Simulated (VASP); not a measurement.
A run of VASP 6.6.1 is set up as follows.

File INCAR:

```
PREC = Accurate
ENCUT = 520
EDIFF = 1E-7
ISMEAR = -1
SIGMA = 0.05
LREAL = F
LASPH = T
NELM = 150
ALGO = Normal
ISIF = 2
LWAVE = F
LCHARG = T
ISPIN = 2
MAGMOM = 0.5
LORBIT = 11
LMAXMIX = 4
GGA = PS
LELF = T
LVHAR = T
NBANDS = 15
```

KPOINTS

```
regular mesh
0
Gamma
  16 16 16
```

File POSCAR:

```
Pd
1.0
   -1.5424331855      1.5424331855      1.5424331855
    1.5424331855     -1.5424331855      1.5424331855
    1.5424331855      1.5424331855     -1.5424331855
Pd
1
Direct
    0.0000000000      0.0000000000      0.0000000000
```

Potentials or basis: VASP PAW PBE potentials, release 64 (Pd).

Run with:

```sh
$ cat potpaw_PBE.64/Pd/POTCAR > POTCAR
$ mpirun -np 1 vasp_std > vasp.out
```

Question: Estimate the band gap on the k mesh.

Answer: Zero (filled and empty bands overlap).

Question: What does it give for the net moment?

Answer: 0.00 μB per cell.

Question: Estimate the pressure.

Answer: -0.3 GPa.

Caveat: the PAW data sets were made with another functional, which shifts forces and pressure a little.
